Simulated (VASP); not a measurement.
A run of VASP 6.6.1 is set up as follows.

The input INCAR:

```
ALGO = Normal
EDIFF = 1E-7
EDIFFG = -0.01
ENCUT = 600
GGA = PS
GGA_COMPAT = F
IBRION = 2
ISIF = 4
ISMEAR = 0
LASPH = T
LCHARG = F
LREAL = F
LWAVE = F
NELM = 120
NELMIN = 4
NSW = 50
PREC = Accurate
SIGMA = 0.1
```

File KPOINTS:

```
k-points
0
Gamma
  12 12 12
```

POSCAR

```
TaN
1.0
    5.3207803936      0.0000000000      0.0000000000
   -2.6603901968      4.6079309888      0.0000000000
    0.0000000000      0.0000000000      2.9450678873
Ta N
3 3
Direct
    0.0000000000      0.0000000000      0.0000000000
    0.3333333333      0.6666666667      0.5000000000
    0.6666666667      0.3333333333      0.5000000000
    0.5000000000      0.0000000000      0.0000000000
    0.5000000000      0.5000000000      0.0000000000
    0.0000000000      0.5000000000      0.0000000000
```

Potentials or basis: VASP PAW PBE potentials, release 64 (Ta_pv, N).

Run with:

```sh
$ cat potpaw_PBE.64/Ta_pv/POTCAR potpaw_PBE.64/N/POTCAR > POTCAR
$ mpirun -np 1 vasp_std > vasp.out
```

Problem. Estimate the band gap on the k mesh.

Solution. Zero (bands 24 and 25 overlap by 2.04 eV).

Step by step:
| step | energy change (eV) | largest force (eV/Å) | pressure (GPa) | volume (Å³) |
| --- | --- | --- | --- | --- |
| 1 | 0.0000 | 0.0000 | -15.38 | 72.21 |
| 2 | -0.0025 | 0.0000 | -14.55 | 72.21 |
| 3 | -0.0034 | 0.0000 | -14.84 | 72.21 |

Caveat: the PAW data sets were made with another functional, which shifts forces and pressure a little; spin-orbit coupling is left out, which moves the levels of the heavy elements.
